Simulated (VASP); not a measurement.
# CrB4 (Immm) in VASP: single point with LDA

Aim: the single point of CrB4 with LDA.

All numbers are computed with VASP 6.6.1; they aren't measurements. Logs are shortened: lines on timing, memory, paths and dates and some standing lists are left out, and cuts for length are marked.

## 1. The cell of the first run

Symmetry: Immm, No. 71, orthorhombic system. The conventional cell has a = 2.809 Å, b = 4.673 Å, c = 5.423 Å, α = 90.00°, β = 90.00°, γ = 90.00°. Within 2.7 Å of Cr (site symmetry mmm) lie 12 B at 2.07 to 2.17 Å. B (site symmetry m) has 4 B at 1.71 to 1.83 Å and 3 Cr at 2.07 to 2.17 Å within 2.3 Å.

## 2. Single point, LDA, non-collinear spin, typed start, spin-orbit coupling

Input file INCAR:

```
  PREC = Accurate
  ENCUT = 520
  EDIFF = 1E-6
  ISMEAR = -1
  SIGMA = 0.0132
  LREAL = F
  LASPH = T
  NELM = 150
  ALGO = Normal
  ISIF = 2
  LWAVE = F
  LCHARG = F
  MAGMOM = 1.826 2.109 -1.104 0 0 0 0 0 0 0 0 0 0 0 0
  LORBIT = 11
  LSORBIT = T
  GGA_COMPAT = F
  LORBMOM = T
  LMAXMIX = 4
  GGA = CA
  NBANDS = 39
```

Input file KPOINTS:

```
regular mesh
0
Gamma
  7 7 7
```

Input file POSCAR:

```
CrB4
1.0
   -2.3364812973      2.7112548829      1.4044841813
    2.3364813077     -2.7112548790      1.4044841911
    2.3364807500      2.7112544053     -1.4044841739
Cr B
1 4
Direct
    0.0000000000      0.0000000000      0.0000000000
    0.3422898399      0.1960206289      0.5383104648
    0.6577101601      0.8039793711      0.4616895352
    0.6577100242      0.1960204849      0.8537305106
    0.3422899758      0.8039795151      0.1462694894
```

Potentials or basis: VASP PAW LDA potentials, release 64 (Cr_pv, B).

Command:

```bash
$ cat potpaw_LDA.64/Cr_pv/POTCAR potpaw_LDA.64/B/POTCAR > POTCAR
$ mpirun -np 1 vasp_ncl > vasp.out
```

OUTCAR:

```text
PREC = Accurate
   ENCUT = 520
   EDIFF = 1E-6
   ISMEAR = -1
   LREAL = F
   LASPH = T
   NELM = 150
   ISIF = 2
   LORBIT = 11
   LSORBIT = T
   GGA = CA

 ion  position               nearest neighbor table
   1  0.000  0.000  0.000-   2 2.07   3 2.07   5 2.07   4 2.07   3 2.17   2 2.17   3 2.17   2 2.17
                             5 2.17   4 2.17   5 2.17   4 2.17
   2  0.342  0.196  0.538-   4 1.71   3 1.80   3 1.80   5 1.83   1 2.07   1 2.17   1 2.17
   3  0.658  0.804  0.462-   5 1.71   2 1.80   2 1.80   4 1.83   1 2.07   1 2.17   1 2.17
   4  0.658  0.196  0.854-   2 1.71   5 1.80   5 1.80   3 1.83   1 2.07   1 2.17   1 2.17
   5  0.342  0.804  0.146-   3 1.71   4 1.80   4 1.80   2 1.83   1 2.07   1 2.17   1 2.17

  LATTYP: Found a body centered orthorhombic cell.
 ALAT       =     2.8089683724
 B/A-ratio  =     1.6635865692
 C/A-ratio  =     1.9304273204

  Lattice vectors:

 A1 = (   2.3364813077,  -2.7112548790,   1.4044841911)
 A2 = (  -2.3364807604,  -2.7112544092,  -1.4044841985)
 A3 = (   2.3364807500,   2.7112544053,  -1.4044841739)

Analysis of symmetry for initial positions (statically):
=====================================================================
 Subroutine PRICEL returns:
 Original cell was already a primitive cell.

 Routine SETGRP: Setting up the symmetry group for a
 body centered orthorhombic supercell.

 Subroutine GETGRP returns: Found  8 space group operations
 (whereof  8 operations were pure point group operations)
 out of a pool of  8 trial point group operations.

The static configuration has the point symmetry D_2h.

Analysis of symmetry for dynamics (positions and initial velocities):
=====================================================================
 Subroutine PRICEL returns:
 Original cell was already a primitive cell.

 Routine SETGRP: Setting up the symmetry group for a
 body centered orthorhombic supercell.

 Subroutine GETGRP returns: Found  8 space group operations
 (whereof  8 operations were pure point group operations)
 out of a pool of  8 trial point group operations.

The dynamic configuration has the point symmetry D_2h.

Analysis of structural, dynamic, and magnetic symmetry:
=====================================================================
 Subroutine PRICEL returns:
 Original cell was already a primitive cell.

 Routine SETGRP: Setting up the symmetry group for a
 body centered orthorhombic supercell.

 Subroutine GETGRP returns: Found  2 space group operations
 (whereof  2 operations were pure point group operations)
 out of a pool of  8 trial point group operations.

The overall configuration has the point symmetry S_2 .

 Subroutine INISYM returns: Found  2 space group operations
 (whereof  2 operations are pure point group operations),
 and found     1 'primitive' translations

----------------------------------------------------------------------------------------

                                     Primitive cell

  volume of cell :      35.5885

  direct lattice vectors                    reciprocal lattice vectors
    -2.336481297  2.711254883  1.404484181     0.000000017  0.184416466  0.356002584
     2.336481308 -2.711254879  1.404484191     0.213997028  0.000000021  0.356002584
     2.336480750  2.711254405 -1.404484174     0.213997048  0.184416488 -0.000000001

  length of vectors
     3.844817773  3.844817780  3.844817101     0.400933003  0.415370398  0.282496332

  position of ions in fractional coordinates (direct lattice)
     0.000000000  0.000000000  0.000000000
     0.342289840  0.196020629  0.538310465
     0.657710160  0.803979371  0.461689535
     0.657710024  0.196020485  0.853730511
     0.342289976  0.803979515  0.146269489

  ion indices of the primitive-cell ions
   primitive index   ion index
                 1           1
                 2           2
                 3           3
                 4           4
                 5           5

----------------------------------------------------------------------------------------

 KPOINTS: regular mesh

Automatic generation of k-mesh.
 Grid dimensions read from file:
 generate k-points for:    7    7    7

 Generating k-lattice:

  Cartesian coordinates                     Fractional coordinates (reciprocal lattice)
     0.000000002  0.026345209  0.050857512     0.142857143  0.000000000  0.000000000
     0.030571004  0.000000003  0.050857512     0.000000000  0.142857143  0.000000000
     0.030571007  0.026345213 -0.000000000     0.000000000 -0.000000000  0.142857143

  Length of vectors
     0.057276143  0.059338628  0.040356619

  Shift w.r.t. Gamma in fractional coordinates (k-lattice)
     0.000000000  0.000000000  0.000000000

 Subroutine IBZKPT returns following result:
[... 71 lines left out ...]
  Fermi-wavevector in a.u.,A,eV,Ry     =   1.435629  2.712945 28.042009  2.061030
  Thomas-Fermi vector in A             =   2.554906
   LORBIT       =     11    0 simple, 1 ext, 2 COOP (PROOUT), +10 PAW based schemes
   GGA     = CA    functional components
   LHFCALC =     F    Hartree Fock is set to
   AEXX    =    0.0000 exact exchange contribution
   IVDW    =     0    specifies the selected vdW correction
   LEPSILON=     F    determine dielectric tensor
   LRPA    =     F    only Hartree local field effects (RPA)
  energy-cutoff  :      520.00
  volume of cell :       35.59
 maximum number of plane-waves:      1936
 NGX is ok and might be reduce to    30
   NGX = 15   NGY = 15   NGZ = 15

 number of electron      24.0000002 magnetization       0.0000429      0.0000642     -0.0000236

 number of electron      24.0000002 magnetization      -0.0002087     -0.0002409      0.0001208

 Free energy of the ion-electron system (eV)
  ---------------------------------------------------
  ext. energy  EPLUGINS =         0.00000000
  ---------------------------------------------------
  free energy    TOTEN  =       -42.25138442 eV

  energy without entropy =      -42.25093142  energy(sigma->0) =      -42.25115792

 E-fermi :   9.2086     XC(G=0): -13.0845

 val. band max:        9.0043052105   @ k =  -0.4286   0.4286   0.4286
 cond. band min:       9.2088328403   @ k =  -0.2857   0.1429  -0.4286
 fundamental gap:      0.2045276298
 Fermi energy:         9.2085865576

 k-point     1 :       0.0000    0.0000    0.0000
  band No.  band energies     occupation
      1     -34.1977      1.00000
      2     -34.1976      1.00000
      3     -33.1979      1.00000
      4     -33.1977      1.00000
      5     -33.1616      1.00000
      6     -33.1612      1.00000
[... 925 lines left out ...]
     35      15.4150      0.00000
     36      15.4151      0.00000

 [... further k-points ...]

 [bands above 36 left out]

------------------------ aborting loop because EDIFF is reached ----------------------------------------

  FORCE on cell =-STRESS in cart. coord.  units (eV):
  Direction    XX          YY          ZZ          XY          YZ          ZX
  --------------------------------------------------------------------------------------
  -------------------------------------------------------------------------------------
  Total        0.0813522      0.0998624      0.0630790      0.0000493     -0.0000025     -0.0000030
  in kB        3.6624377      4.4957600      2.8397883      0.0022212     -0.0001131     -0.0001362
  external PRESSURE =       3.6659954 kB  Pullay stress =       0.0000000 kB

 VOLUME and BASIS-vectors are now :
 -----------------------------------------------------------------------------
  energy-cutoff  :      520.00
  volume of cell :       35.59
      direct lattice vectors                 reciprocal lattice vectors
    -2.336481297  2.711254883  1.404484181     0.000000017  0.184416466  0.356002584
     2.336481308 -2.711254879  1.404484191     0.213997028  0.000000021  0.356002584
     2.336480750  2.711254405 -1.404484174     0.213997048  0.184416488 -0.000000001

 POSITION                                       TOTAL-FORCE (eV/Angst)
 -----------------------------------------------------------------------------------
      0.00000      0.00000      0.00000        -0.000000      0.000000      0.000000
      0.91600      1.85607      0.00000        -0.001521      0.004365     -0.000000
      1.42048      0.85518      1.40448         0.001521     -0.004365      0.000000
      0.91600      3.56644      0.00000        -0.001517     -0.004355      0.000001
      1.42048     -0.85518      1.40448         0.001517      0.004355     -0.000001
 -----------------------------------------------------------------------------------
    total drift:                                0.000000     -0.000000      0.000000

  FREE ENERGIE OF THE ION-ELECTRON SYSTEM (eV)
  ---------------------------------------------------
  free  energy   TOTEN  =       -42.2513844234 eV

  energy  without entropy=      -42.2509314226  energy(sigma->0) =      -42.25115792

 orbital moment (x)

 # of ion     p       d       tot
 ----------------------------------------
  1         0.000  -0.000  -0.000
  2        -0.000   0.000  -0.000
  3        -0.000   0.000  -0.000
  4        -0.000   0.000  -0.000
  5        -0.000   0.000  -0.000
 ----------------------------------------
           -0.000  -0.000  -0.000

 orbital moment (y)

 # of ion     p       d       tot
 ----------------------------------------
  1         0.000  -0.000  -0.000
  2        -0.000   0.000  -0.000
  3        -0.000   0.000  -0.000
  4        -0.000   0.000  -0.000
  5        -0.000   0.000  -0.000
 ----------------------------------------
            0.000  -0.000  -0.000

 orbital moment (z)

 # of ion     p       d       tot
 ----------------------------------------
  1        -0.000   0.000  -0.000
  2         0.000   0.000   0.000
  3         0.000   0.000   0.000
  4         0.000   0.000   0.000
  5         0.000   0.000   0.000
 ----------------------------------------
           -0.000   0.000  -0.000

 Spin-Orbit-Coupling matrix elements

 Ion:    1  E_soc:     -0.0209627
 l=   1
     0.0000000    -0.0030835    -0.0030565
    -0.0030835     0.0000000    -0.0030824
    -0.0030565    -0.0030824     0.0000000
 l=   2
     0.0000000    -0.0000810     0.0000000    -0.0000601    -0.0003119
    -0.0000810     0.0000000    -0.0003246    -0.0000867    -0.0000565
     0.0000000    -0.0003246     0.0000000    -0.0002347     0.0000000
    -0.0000601    -0.0000867    -0.0002347     0.0000000    -0.0001033
    -0.0003119    -0.0000565     0.0000000    -0.0001033     0.0000000
 l=   3
     0.0000000     0.0000000     0.0000000     0.0000000     0.0000000     0.0000000     0.0000000
     0.0000000     0.0000000     0.0000000     0.0000000     0.0000000     0.0000000     0.0000000
     0.0000000     0.0000000     0.0000000     0.0000000     0.0000000     0.0000000     0.0000000
     0.0000000     0.0000000     0.0000000     0.0000000     0.0000000     0.0000000     0.0000000
[... 69 lines left out ...]
 l=   2
     0.0000000     0.0000000     0.0000000     0.0000000     0.0000000
     0.0000000     0.0000000     0.0000000     0.0000000     0.0000000
     0.0000000     0.0000000     0.0000000     0.0000000     0.0000000
     0.0000000     0.0000000     0.0000000     0.0000000     0.0000000
     0.0000000     0.0000000     0.0000000     0.0000000     0.0000000
 l=   3
     0.0000000     0.0000000     0.0000000     0.0000000     0.0000000     0.0000000     0.0000000
     0.0000000     0.0000000     0.0000000     0.0000000     0.0000000     0.0000000     0.0000000
     0.0000000     0.0000000     0.0000000     0.0000000     0.0000000     0.0000000     0.0000000
     0.0000000     0.0000000     0.0000000     0.0000000     0.0000000     0.0000000     0.0000000
     0.0000000     0.0000000     0.0000000     0.0000000     0.0000000     0.0000000     0.0000000
     0.0000000     0.0000000     0.0000000     0.0000000     0.0000000     0.0000000     0.0000000
     0.0000000     0.0000000     0.0000000     0.0000000     0.0000000     0.0000000     0.0000000

 total charge

# of ion       s       p       d       tot
------------------------------------------
    1        0.366   6.558   4.632  11.557
    2        0.696   1.313   0.000   2.009
    3        0.696   1.313   0.000   2.009
    4        0.696   1.313   0.000   2.009
    5        0.696   1.313   0.000   2.009
--------------------------------------------------
tot          3.152  11.811   4.632  19.594

 magnetization (x)

# of ion       s       p       d       tot
------------------------------------------
    1       -0.000  -0.000  -0.000  -0.000
    2        0.000   0.000   0.000   0.000
    3        0.000   0.000   0.000   0.000
    4        0.000   0.000   0.000   0.000
    5        0.000   0.000   0.000   0.000
--------------------------------------------------
tot          0.000   0.000  -0.000  -0.000

 magnetization (y)

# of ion       s       p       d       tot
------------------------------------------
    1       -0.000  -0.000  -0.000  -0.000
    2        0.000   0.000   0.000   0.000
    3        0.000   0.000   0.000   0.000
    4        0.000   0.000   0.000   0.000
    5        0.000   0.000   0.000   0.000
--------------------------------------------------
tot          0.000   0.000  -0.000  -0.000

 magnetization (z)

# of ion       s       p       d       tot
------------------------------------------
    1        0.000   0.000   0.000   0.000
    2       -0.000  -0.000   0.000  -0.000
    3       -0.000  -0.000   0.000  -0.000
    4       -0.000  -0.000   0.000  -0.000
    5       -0.000  -0.000   0.000  -0.000
--------------------------------------------------
tot         -0.000  -0.000   0.000   0.000
```

It took 11 min on 1 thread of AMD EPYC 9R45 (Zen 5), shared host; peak memory 0.42 GiB.

Results:

* Free energy: -42.2514 eV
* Pressure: 0.4 GPa
* Largest force: 0.005 eV/Å
* Net moment: 0.00 μB per cell
* Valence electrons inside the program's atomic spheres: Cr 11.56; B 2.01

Forces in eV/Å, atoms in the order of the input:
```
Cr   0.000  0.000  0.000
B   -0.002  0.004  0.000
B    0.002 -0.004  0.000
B   -0.002 -0.004  0.000
B    0.002  0.004  0.000
```

Moments on the atoms (μB; x, y, z):
```
Cr  0.00 0.00 0.00
B   0.00 0.00 0.00
B   0.00 0.00 0.00
B   0.00 0.00 0.00
B   0.00 0.00 0.00
```

Caveat: the k points lie up to 0.37 Å⁻¹ apart; the starting moments collapsed, and a magnetic state may lie lower.
